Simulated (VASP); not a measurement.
Wanted: the native input for a VASP 6.6.1 run.

| Quantity | Value |
| --- | --- |
| Task | single point |
| Functional | PBEsol |
| Potentials or basis | VASP PAW PBE potentials, release 64 (K_sv) |
| Cutoff | 400 eV |
| k mesh | 2 × 2 × 2 |
| Occupations | gaussian, width 0.1 eV |
| Spin | no spin polarisation |
| Dipole correction | no |
| Further INCAR settings | ALGO = Normal; EDIFF = 1e-06; NBANDS = 120 |

The structure of K (a cell with a defect) lies in POSCAR:

```
K
1.0
   -5.2360000000      5.2360000000    -10.4720000000
    5.2360000000     10.4720000000     -5.2360000000
    5.2360000000     -5.2360000000    -10.4720000000
K
23
Direct
    0.7126998871      0.3003605643      0.8687776857
    0.3964777481      0.0000000000      0.8620359428
    0.8721269013      0.0000000000      0.4155891156
    0.8341998316      0.3574659621      0.5036231054
    0.7873001129      0.6996394357      0.6312223143
    0.4887771036      0.0000000000      0.4786166112
    0.4869395486      0.3003605643      0.6312223143
    0.4190075119      0.6619849762      0.7500000000
    0.1035222519      0.0000000000      0.6379640572
    0.0809924881      0.3380150238      0.7500000000
    0.0130604514      0.6996394357      0.8687776857
    0.9542418493      0.3399711365      0.1319560205
    0.9063643188      0.6872713624      0.2500000000
    0.6278730987      0.0000000000      0.0844108844
    0.5936356812      0.3127286376      0.2500000000
    0.5457581507      0.6600288635      0.3680439795
    0.2500000000      0.0000000000      0.2500000000
    0.2057870142      0.3399711365      0.3680439795
    0.1916657937      0.6425340379      0.5036231054
    0.6658001684      0.6425340379     -0.0036231054
    0.3083342063      0.3574659621     -0.0036231054
    0.2942129858      0.6600288635      0.1319560205
    0.0112228964      0.0000000000      0.0213833888
```

This cell differs from its parent crystal: atoms taken out, then relaxed in part.

These files were run (other wordings do the same):

INCAR

```
SYSTEM = K
  PREC = Accurate
  ENCUT = 400
  EDIFF = 1E-6
  ISMEAR = 0
  SIGMA = 0.1
  LREAL = .FALSE.
  LASPH = .TRUE.
  NELM = 120
  ALGO = Normal
  ISIF = 2
  LWAVE = .FALSE.
  LCHARG = .FALSE.
  GGA = PS
  NBANDS = 120
  GGA_COMPAT = .FALSE.
```

KPOINTS

```
Automatic mesh
0
G
  2 2 2
  0 0 0
```

Potentials or basis: VASP PAW PBE potentials, release 64 (K_sv).

Run with:

```bash
$ cat potpaw_PBE.64/K_sv/POTCAR > POTCAR
$ mpirun -np 1 vasp_std > vasp.out
```

It gave:

| Quantity | Value |
| --- | --- |
| Pressure | -0.1 GPa |
| Largest force | 0.005 eV/Å |
| Band gap on the k mesh | zero (an odd number of electrons rules out a gap without spin polarisation) |

Caveat: the cell differs from its parent crystal (atoms taken out, then relaxed in part); the PAW data sets were made with another functional, which shifts forces and pressure a little.

Wall time 16 min on 1 thread of Intel(R) Xeon(R) 6975P-C (Granite Rapids) (shared host), peak memory 1.2 GiB.
